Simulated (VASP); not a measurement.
Here is a VASP 6.6.1 calculation.

File INCAR:

```
SYSTEM = SnSe2
  PREC = Accurate
  ENCUT = 520
  EDIFF = 1E-6
  ISMEAR = 0
  SIGMA = 0.01
  LREAL = .FALSE.
  LASPH = .TRUE.
  NELM = 80
  ALGO = Normal
  ISIF = 2
  LWAVE = .FALSE.
  LCHARG = .TRUE.
  GGA = PE
  LELF = .TRUE.
  LVHAR = .TRUE.
  NBANDS = 20
```

KPOINTS

```
regular mesh
0
G
  6 6 6
  0 0 0
```

Contents of POSCAR:

```
SnSe2
1.0
    1.9122916102      1.1040620758      6.3350941632
   -1.9122916102      1.1040620758      6.3350941632
    0.0000000000     -2.2081241520      6.3350941631
Sn Se
1 2
Direct
    0.0000000000      0.0000000000      0.0000000000
    0.2505568958      0.2505568958      0.2505568958
    0.7494431042      0.7494431042      0.7494431042
```

Potentials or basis: VASP PAW PBE potentials, release 64 (Sn_d, Se).

Command:

```console
$ cat potpaw_PBE.64/Sn_d/POTCAR potpaw_PBE.64/Se/POTCAR > POTCAR
$ mpirun -np 1 vasp_std > vasp.out
```

**Question.** Predict the largest force.

**Answer.** 0.251 eV/Å.

**Question.** Estimate the pressure.

**Answer.** 3.0 GPa.

**Question.** What does it give for the band gap on the k mesh?

**Answer.** 0.30 eV, indirect (least direct gap 0.54 eV).

Forces on the atoms (eV/Å):
```
Sn   0.000  0.000  0.000
Se   0.000  0.000 -0.251
Se   0.000  0.000  0.251
```

Caveat: spin-orbit coupling is left out, which moves the levels of the heavy elements. A k mesh can miss the band edges.
